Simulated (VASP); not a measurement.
The system is AlN.

```
CELL_PARAMETERS angstrom
3.12859 0.00000 0.00000
-1.56429 2.70944 0.00000
0.00000 0.00000 5.01696
ATOMIC_POSITIONS crystal
Al 0.66667 0.33333 0.49929
Al 0.33333 0.66667 0.99929
N 0.66667 0.33333 0.88071
N 0.33333 0.66667 0.38071
```

```yaml
Program: VASP 6.6.1
Task: relaxation of cell and atoms
Functional: LDA
Potentials_or_basis: VASP PAW LDA potentials, release 64 (Al, N)
Cutoff: 600 eV
k_mesh: 12 × 12 × 6
Occupations: gaussian, width 0.02 eV
Spin: no spin polarisation
```

At the start: pressure -7.4 GPa; volume 10.63 Å³/atom.

Task: Where does the relaxation end?

Result: Over 8 steps the energy falls by 9.5 meV/atom and the volume is 10.24 Å³/atom (-3.7 %); space group P6_3mc (No. 186, to 0.1 Å) before and after.

Step by step:
```tsv
step	energy change (eV)	largest force (eV/Å)	pressure (GPa)	volume (Å³)
1	0.0000	0.0034	-7.44	42.53
2	-0.0050	0.0240	7.78	39.56
3	-0.0378	0.0106	-0.04	40.96
4	-0.0378	0.0109	0.11	40.93
5	-0.0379	0.0149	0.12	40.92
6	-0.0379	0.0169	0.12	40.92
7	-0.0379	0.0085	-0.12	40.96
8	-0.0379	0.0016	-0.02	40.95
```

Final structure:
```yaml
crystal:
  lattice:
    - [3.09119, 0.00000, 0.00000]
    - [-1.54560, 2.67705, 0.00000]
    - [0.00000, 0.00000, 4.94803]
  atoms:
    - { symbol: Al, position: [0.66667, 0.33333, 0.49904] }
    - { symbol: Al, position: [0.33333, 0.66667, 0.99904] }
    - { symbol: N, position: [0.66667, 0.33333, 0.88096] }
    - { symbol: N, position: [0.33333, 0.66667, 0.38096] }
```
